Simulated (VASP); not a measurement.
# Rh (Fm-3m) in VASP: notebook

Rh is run at these levels: revPBE, BLYP, r2SCAN, r2SCAN+D3(BJ); tasks: single point.

Program: VASP 6.6.1. These are calculated values, not measurements. Logs are shortened: lines on timing, memory, paths and dates and some standing lists are left out, and cuts for length are marked.

## 1. The cell of the first run

It takes space group Fm-3m (No. 225, cubic). Conventional cell: a = 3.796 Å, b = 3.796 Å, c = 3.796 Å, α = 90.00°, β = 90.00°, γ = 90.00°. Rh (site symmetry m-3m) has 12 Rh at 2.68 Å within 3.5 Å.

## 2. Single point, revPBE

The input, INCAR:

```
SYSTEM = Rh
PREC = Accurate
ENCUT = 520
EDIFF = 1E-6
ISMEAR = -1
SIGMA = 0.05
LREAL = .FALSE.
LASPH = .TRUE.
NELM = 80
ALGO = Fast
ISIF = 2
LWAVE = .FALSE.
LCHARG = .TRUE.
GGA = RE
LELF = .TRUE.
LVHAR = .TRUE.
NBANDS = 14
```

The input, KPOINTS:

```
regular mesh
0
G
  7 7 7
  0 0 0
```

The input, POSCAR:

```
Rh
1.0
    0.0000000000      1.8978500000      1.8978500000
    1.8978500000      0.0000000000      1.8978500000
    1.8978500000      1.8978500000      0.0000000000
Rh
1
Direct
    0.0000000000      0.0000000000      0.0000000000
```

Potentials or basis: VASP PAW PBE potentials, release 64 (Rh_pv).

The run is started by

```console
$ cat potpaw_PBE.64/Rh_pv/POTCAR > POTCAR
$ mpirun -np 1 vasp_std > vasp.out
```

OUTCAR:

```text
SYSTEM = Rh
   PREC = Accurate
   ENCUT = 520
   EDIFF = 1E-6
   ISMEAR = -1
   LREAL = .FALSE.
   LASPH = .TRUE.
   NELM = 80
   ISIF = 2
   GGA = RE

 ion  position               nearest neighbor table
   1  0.000  0.000  0.000-

  LATTYP: Found a face centered cubic cell.
 ALAT       =     3.7957000000

  Lattice vectors:

 A1 = (   0.0000000000,   1.8978500000,   1.8978500000)
 A2 = (   1.8978500000,   0.0000000000,   1.8978500000)
 A3 = (   1.8978500000,   1.8978500000,   0.0000000000)

Analysis of symmetry for initial positions (statically):
[... 33 lines left out ...]
                                     Primitive cell

  volume of cell :      13.6715

  direct lattice vectors                    reciprocal lattice vectors
     0.000000000  1.897850000  1.897850000    -0.263456016  0.263456016  0.263456016
     1.897850000  0.000000000  1.897850000     0.263456016 -0.263456016  0.263456016
     1.897850000  1.897850000  0.000000000     0.263456016  0.263456016 -0.263456016

  length of vectors
     2.683965209  2.683965209  2.683965209     0.456319205  0.456319205  0.456319205

  position of ions in fractional coordinates (direct lattice)
     0.000000000  0.000000000  0.000000000

  ion indices of the primitive-cell ions
   primitive index   ion index
                 1           1

----------------------------------------------------------------------------------------

 KPOINTS: regular mesh

Automatic generation of k-mesh.
 Grid dimensions read from file:
 generate k-points for:    7    7    7

 Generating k-lattice:

  Cartesian coordinates                     Fractional coordinates (reciprocal lattice)
    -0.037636574  0.037636574  0.037636574     0.142857143  0.000000000  0.000000000
     0.037636574 -0.037636574  0.037636574     0.000000000  0.142857143  0.000000000
     0.037636574  0.037636574 -0.037636574     0.000000000  0.000000000  0.142857143

  Length of vectors
     0.065188458  0.065188458  0.065188458

  Shift w.r.t. Gamma in fractional coordinates (k-lattice)
     0.000000000  0.000000000  0.000000000

 Subroutine IBZKPT returns following result:
 ===========================================

 Found     20 irreducible k-points:

 Following reciprocal coordinates:
            Coordinates               Weight
  0.000000  0.000000  0.000000      1.000000
  0.142857  0.000000  0.000000      8.000000
  0.285714  0.000000  0.000000      8.000000
  0.428571  0.000000  0.000000      8.000000
  0.142857  0.142857  0.000000      6.000000
  0.285714  0.142857  0.000000     24.000000
[... 12 lines left out ...]
 -0.428571  0.428571  0.142857     24.000000
 -0.285714  0.428571  0.142857     24.000000
   k-points           NKPTS =     20   k-points in BZ     NKDIM =     20   number of bands    NBANDS=     14
   number of dos      NEDOS =    301   number of ions     NIONS =      1
   total plane-waves  NPLWV =   8000
   dimension x,y,z NGX =    20 NGY =   20 NGZ =   20
   dimension x,y,z NGXF=    40 NGYF=   40 NGZF=   40
   ions per type =               1
   NGX,Y,Z   is equivalent  to a cutoff of  12.39, 12.39, 12.39 a.u.
   NGXF,Y,Z  is equivalent  to a cutoff of  24.78, 24.78, 24.78 a.u.
 SYSTEM =  Rh
   PREC   = accura    normal or accurate (medium, high low for compatibility)
   ISTART =      0    job   : 0-new  1-cont  2-samecut
   ICHARG =      2    charge: 1-file 2-atom 10-const
   ISPIN  =      1    spin polarized calculation?
   LNONCOLLINEAR =      F non collinear calculations
   LSORBIT =      F    spin-orbit coupling
   LASPH  =      T    aspherical Exc in radial PAW
   ENCUT  =  520.0 eV  38.22 Ry    6.18 a.u.   4.99  4.99  4.99*2*pi/ulx,y,z
   NELM   =     80;   NELMIN=  2; NELMDL= -5     # of ELM steps
   EDIFF  = 0.1E-05   stopping-criterion for ELM
   LREAL  =      F    real-space projection
   EDIFFG = 0.1E-04   stopping-criterion for IOM
   NSW    =      0    number of steps for IOM
   IBRION =     -1    ionic relax: 0-MD 1-quasi-New 2-CG
   NFREE  =      0    steps in history (QN), initial steepest desc. (CG)
   ISIF   =      2    stress and relaxation
   ISYM   =      2    0-nonsym 1-usesym 2-fastsym
   POTIM  = 0.5000    time-step for ionic-motion
   TEBEG  =    0.0;   TEEND  =   0.0 temperature during run
   PSTRESS=    0.0 pullay stress
   NELECT =      15.0000    total number of electrons
   NUPDOWN=      -1.0000    fix difference up-down
   EMIN   =  10.00;   EMAX   =-10.00  energy-range for DOS
   EFERMI =   0.00;   METHOD = LEGACY
   ISMEAR =    -1;   SIGMA  =   0.05  broadening in eV -4-tet -1-fermi 0-gaus
   EFERMI_NEDOS =   21; number of points for ismear=-14 and -15
   IALGO  =     68    algorithm
   IMIX   =      4    mixing-type and parameters
     AMIX     =   0.40;   BMIX     =  1.00
     AMIX_MAG =   1.60;   BMIX_MAG =  1.00
  volume/ion in A,a.u.               =      13.67        92.26
  Fermi-wavevector in a.u.,A,eV,Ry     =   1.688496  3.190795 38.790465  2.851019
  Thomas-Fermi vector in A             =   2.770792
   LORBIT       =      0    0 simple, 1 ext, 2 COOP (PROOUT), +10 PAW based schemes
   GGA     = RE    functional components
   LHFCALC =     F    Hartree Fock is set to
   AEXX    =    0.0000 exact exchange contribution
   IVDW    =     0    specifies the selected vdW correction
   LEPSILON=     F    determine dielectric tensor
   LRPA    =     F    only Hartree local field effects (RPA)
 non-spin polarized calculation
 RMM-DIIS sequential band-by-band and
  energy-cutoff  :      520.00
  volume of cell :       13.67
 maximum number of plane-waves:       378
   NGX =  9   NGY =  9   NGZ =  9

 number of electron      15.0000007 magnetization

 Free energy of the ion-electron system (eV)
  ---------------------------------------------------
  ext. energy  EPLUGINS =         0.00000000
  ---------------------------------------------------
  free energy    TOTEN  =        -6.79666473 eV

  energy without entropy =       -6.78940056  energy(sigma->0) =       -6.79303264

 E-fermi :  12.1023     XC(G=0): -14.0009

 val. band max:       12.0956188803   @ k =  -0.4286   0.4286   0.0000
 cond. band min:      12.2542087989   @ k =  -0.4286   0.2857   0.1429
 fundamental gap:      0.1585899186
 Fermi energy:        12.1022789799

 k-point     1 :       0.0000    0.0000    0.0000
  band No.  band energies     occupation
      1     -34.3463      2.00000
      2     -34.3463      2.00000
      3     -34.3463      2.00000
      4       4.0938      2.00000
      5       8.9521      2.00000
      6       8.9521      2.00000
      7       8.9521      2.00000
      8      11.0543      2.00000
      9      11.0543      2.00000
     10      28.0595      0.00000
     11      32.5877      0.00000
     12      33.5788      0.00000
     13      33.5788      0.00000
     14      33.5788      0.00000

 k-point     2 :       0.1429    0.0000    0.0000
  band No.  band energies     occupation
      1     -34.4906      2.00000
      2     -34.3658      2.00000
      3     -34.3658      2.00000
      4       4.8680      2.00000
      5       8.6705      2.00000
      6       9.2166      2.00000
      7       9.2166      2.00000
      8      10.9444      2.00000
      9      10.9444      2.00000
     10      29.0731      0.00000
     11      30.4934      0.00000
     12      32.5874      0.00000
     13      34.7359      0.00000
     14      34.7359      0.00000

 k-point     3 :       0.2857    0.0000    0.0000
  band No.  band energies     occupation
      1     -34.8078      2.00000
      2     -34.4094      2.00000
      3     -34.4094      2.00000
      4       6.0380      2.00000
      5       9.2491      2.00000
      6       9.2535      2.00000
      7       9.2536      2.00000
      8      11.4507      2.00000
      9      11.4507      2.00000
     10      26.1068      0.00000
     11      29.3684      0.00000
     12      32.5875      0.00000
     13      36.7061      0.00000
     14      36.7063      0.00000

 k-point     4 :       0.4286    0.0000    0.0000
  band No.  band energies     occupation
      1     -35.0553      2.00000
      2     -34.4442      2.00000
      3     -34.4442      2.00000
      4       5.9538      2.00000
      5       8.9303      2.00000
      6       8.9303      2.00000
      7      12.0724      1.29041
      8      12.4478      0.00199
      9      12.4478      0.00199
     10      21.7178      0.00000
     11      27.8131      0.00000
     12      32.5875      0.00000
     13      33.9151      0.00000
     14      33.9151      0.00000

 k-point     5 :       0.1429    0.1429    0.0000
  band No.  band energies     occupation
      1     -34.4861      2.00000
      2     -34.3983      2.00000
      3     -34.3983      2.00000
      4       5.1293      2.00000
      5       8.2894      2.00000
      6       9.5088      2.00000
      7       9.5088      2.00000
      8      10.3856      2.00000
      9      11.3193      2.00000
     10      29.5729      0.00000
     11      31.5994      0.00000
     12      32.5880      0.00000
     13      33.3796      0.00000
     14      33.3796      0.00000

 k-point     6 :       0.2857    0.1429    0.0000
  band No.  band energies     occupation
      1     -34.7200      2.00000
      2     -34.4499      2.00000
      3     -34.4418      2.00000
      4       6.3464      2.00000
      5       7.9409      2.00000
      6       9.3033      2.00000
      7       9.8658      2.00000
      8      11.1376      2.00000
      9      11.7832      1.99662
     10      28.0970      0.00000
     11      30.5000      0.00000
     12      32.5866      0.00000
     13      32.8185      0.00000
     14      34.0552      0.00000

 k-point     7 :       0.4286    0.1429    0.0000
  band No.  band energies     occupation
      1     -34.9685      2.00000
      2     -34.5060      2.00000
      3     -34.4817      2.00000
      4       6.5028      2.00000
      5       8.5311      2.00000
      6       9.4088      2.00000
      7       9.5946      2.00000
      8      12.5876      0.00012
      9      13.8173      0.00000
     10      23.1629      0.00000
     11      28.9181      0.00000
     12      31.9681      0.00000
     13      32.5850      0.00000
     14      33.2855      0.00000
[... 137 lines left out ...]
 k-point    16 :      -0.4286    0.4286    0.0000
  band No.  band energies     occupation
      1     -35.0062      2.00000
      2     -34.6818      2.00000
      3     -34.5999      2.00000
      4       6.0279      2.00000
      5       6.4652      2.00000
      6      11.3985      2.00000
      7      12.0956      1.06650
      8      12.8328      0.00000
      9      17.5125      0.00000
     10      23.2459      0.00000
     11      24.4639      0.00000
     12      26.6046      0.00000
     13      32.5866      0.00000
     14      34.6069      0.00000

 k-point    17 :       0.4286    0.2857    0.1429
  band No.  band energies     occupation
      1     -34.8513      2.00000
      2     -34.5848      2.00000
      3     -34.4732      2.00000
      4       7.2991      2.00000
      5       7.4947      2.00000
      6       8.7573      2.00000
      7      10.9953      2.00000
      8      11.0184      2.00000
      9      13.7977      0.00000
     10      26.7764      0.00000
     11      27.8996      0.00000
     12      30.6135      0.00000
     13      32.5883      0.00000
     14      34.6700      0.00000

 k-point    18 :      -0.4286    0.2857    0.1429
  band No.  band energies     occupation
      1     -34.9487      2.00000
      2     -34.6763      2.00000
      3     -34.5213      2.00000
      4       7.2570      2.00000
      5       7.8000      2.00000
      6       8.8297      2.00000
      7      10.4581      2.00000
      8      12.2542      0.09142
      9      16.9881      0.00000
     10      22.1467      0.00000
     11      27.3255      0.00000
     12      28.7184      0.00000
     13      32.5879      0.00000
     14      34.3024      0.00000

 k-point    19 :      -0.4286    0.4286    0.1429
  band No.  band energies     occupation
      1     -34.9571      2.00000
      2     -34.6869      2.00000
      3     -34.6018      2.00000
      4       6.5602      2.00000
      5       6.8755      2.00000
      6       9.9511      2.00000
      7      11.6964      1.99940
      8      12.7184      0.00001
      9      17.4383      0.00000
     10      24.5465      0.00000
     11      24.7498      0.00000
     12      25.9330      0.00000
     13      32.5874      0.00000
     14      35.9217      0.00000

 k-point    20 :      -0.2857    0.4286    0.1429
  band No.  band energies     occupation
      1     -34.8655      2.00000
      2     -34.8204      2.00000
      3     -34.5897      2.00000
      4       7.0142      2.00000
      5       7.7334      2.00000
      6       8.8349      2.00000
      7      10.9152      2.00000
      8      12.7089      0.00001
      9      20.5484      0.00000
     10      21.3149      0.00000
     11      24.0348      0.00000
     12      26.6774      0.00000
     13      32.5877      0.00000
     14      35.7641      0.00000

------------------------ aborting loop because EDIFF is reached ----------------------------------------

  FORCE on cell =-STRESS in cart. coord.  units (eV):
  Direction    XX          YY          ZZ          XY          YZ          ZX
  --------------------------------------------------------------------------------------
  -------------------------------------------------------------------------------------
  Total        0.8317080      0.8317080      0.8317080      0.0000000      0.0000000      0.0000000
  in kB       97.4688377     97.4688377     97.4688377      0.0000000      0.0000000      0.0000000
  external PRESSURE =      97.4688377 kB  Pullay stress =       0.0000000 kB

 VOLUME and BASIS-vectors are now :
 -----------------------------------------------------------------------------
  energy-cutoff  :      520.00
  volume of cell :       13.67
      direct lattice vectors                 reciprocal lattice vectors
     0.000000000  1.897850000  1.897850000    -0.263456016  0.263456016  0.263456016
     1.897850000  0.000000000  1.897850000     0.263456016 -0.263456016  0.263456016
     1.897850000  1.897850000  0.000000000     0.263456016  0.263456016 -0.263456016

 POSITION                                       TOTAL-FORCE (eV/Angst)
 -----------------------------------------------------------------------------------
      0.00000      0.00000      0.00000        -0.000000     -0.000000     -0.000000
 -----------------------------------------------------------------------------------
    total drift:                               -0.000000     -0.000000     -0.000000

  FREE ENERGIE OF THE ION-ELECTRON SYSTEM (eV)
  ---------------------------------------------------
  free  energy   TOTEN  =        -6.7966647284 eV

  energy  without entropy=       -6.7894005573  energy(sigma->0) =       -6.79303264
```

It took 2.6 s on 1 thread of AMD EPYC 9R45 (Zen 5), shared host; peak memory 0.09 GiB.

Results:

- Free energy: -6.7967 eV
- Pressure: 9.7 GPa

Caveat: the k points lie up to 0.41 Å⁻¹ apart; the PAW data sets were made with another functional, which shifts forces and pressure a little.

## 3. Single point, BLYP

The input, INCAR:

```
  PREC = Accurate
  ENCUT = 520
  EDIFF = 1E-7
  ISMEAR = -1
  SIGMA = 0.05
  LREAL = False
  LASPH = True
  NELM = 100
  ALGO = Normal
  ISIF = 2
  LWAVE = False
  LCHARG = False
  GGA = B5
  ALDAX = 1.0
  AGGAX = 1.0
  AGGAC = 1.0
  ALDAC = 0.0
  NBANDS = 14
```

The input, KPOINTS:

```
regular mesh
0
Gamma
  7 7 7
```

POSCAR is that of step 2.

Potentials or basis: VASP PAW PBE potentials, release 64 (Rh_pv).

The run is started by

```console
$ cat potpaw_PBE.64/Rh_pv/POTCAR > POTCAR
$ mpirun -np 1 vasp_std > vasp.out
```

Wall time 5.5 s (1 thread of AMD EPYC 9R45 (Zen 5), shared host); peak memory 0.09 GiB.

Results (log left out):

```
Free energy : -6.1540 eV
Pressure    : 21.3 GPa
```

Levels at points of the mesh, in eV from the Fermi level:
```csv
k point,band 5,band 6,band 7,band 8,band 9,band 10
"(0.00, 0.00, 0.00)",-3.20,-3.20,-3.20,-1.11,-1.11,16.19
```

Caveat: the k points lie up to 0.41 Å⁻¹ apart; the PAW data sets were made with another functional, which shifts forces and pressure a little.

[end of part 1 of 2]
